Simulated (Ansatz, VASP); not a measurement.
**SrO: VASP beside Ansatz**

Contents of POSCAR:

```
SrO
1.0
    0.0000000000      2.5698000000      2.5698000000
    2.5698000000      0.0000000000      2.5698000000
    2.5698000000      2.5698000000      0.0000000000
Sr O
1 1
Direct
    0.0000000000      0.0000000000      0.0000000000
    0.5550320477      0.5000000000      0.5000000000
```

INCAR.step1

```
SYSTEM = SrO
  PREC = Accurate
  ENCUT = 520
  ISMEAR = 0
  SIGMA = 0.05
  LREAL = .False.
  LASPH = .True.
  NELM = 100
  NBANDS = 15
  GGA = PE
  ALGO = Normal
  EDIFF = 1E-4
  LWAVE = .True.
  LCHARG = .False.
```

File INCAR.step2:

```
SYSTEM = SrO
  PREC = Accurate
  ENCUT = 520
  EDIFF = 1E-6
  ISMEAR = 0
  SIGMA = 0.05
  LREAL = .False.
  LASPH = .True.
  NELM = 100
  ALGO = Normal
  ISIF = 2
  LWAVE = .False.
  LCHARG = .True.
  METAGGA = R2SCAN
  LMIXTAU = .True.
  LELF = .True.
  LVHAR = .True.
  NBANDS = 15
  ISTART = 1
```

Contents of KPOINTS:

```
Automatic mesh
0
Gamma
  8 8 8
  0 0 0
```

Input for Ansatz:

```yaml
crystal:
  lattice:
    - [0.0, 2.5698, 2.5698]
    - [2.5698, 0.0, 2.5698]
    - [2.5698, 2.5698, 0.0]
  atoms:
    - { symbol: Sr, position: [0.0, 0.0, 0.0] }
    - { symbol: O, position: [0.5550320477, 0.5, 0.5] }
basis:
  ecutwfc: 500
kpoints:
  mp_grid: { grid: [8, 8, 8] }
hamiltonian:
  xc: r2scan
scf:
  occupations: { method: gaussian, width: 0.05 }
output:
  forces: true
  stress: true
  eigenvalues: true
```

Change from the starting cell: all O atoms moved -0.200 Å, as atom 2 towards its neighbour atom 2 (O) at 3.634 Å.

Alike in both runs: task single point; functional r2SCAN; k mesh 8 × 8 × 8; occupations gaussian, width 0.05 eV; no spin polarisation.

```csv
,VASP,Ansatz
version,VASP 6.6.1,Ansatz 0.2.0
potentials or method,"VASP PAW PBE potentials, release 64 (Sr_sv, O), cutoff 520 eV","scalar-relativistic, plane waves, PAW"
valence electrons in the cell,16,16
```

```tsv
	VASP	Ansatz	Ansatz less VASP
gap on the k mesh at the Fermi level (eV)	3.99	4.04	+0.049
least direct gap on the mesh (eV)	4.00	4.04	+0.039
pressure (GPa)	2.9	2.2	-0.61
traceless stress, the component that is largest in VASP (GPa)	-1.63	-1.54	+0.092
rms of the force components (eV/Å)	0.328	0.309	-0.0188
```

VASP's potentials were made for PBE, not for r2SCAN. Atom by atom the forces differ by 0.019 eV/Å (rms over components).
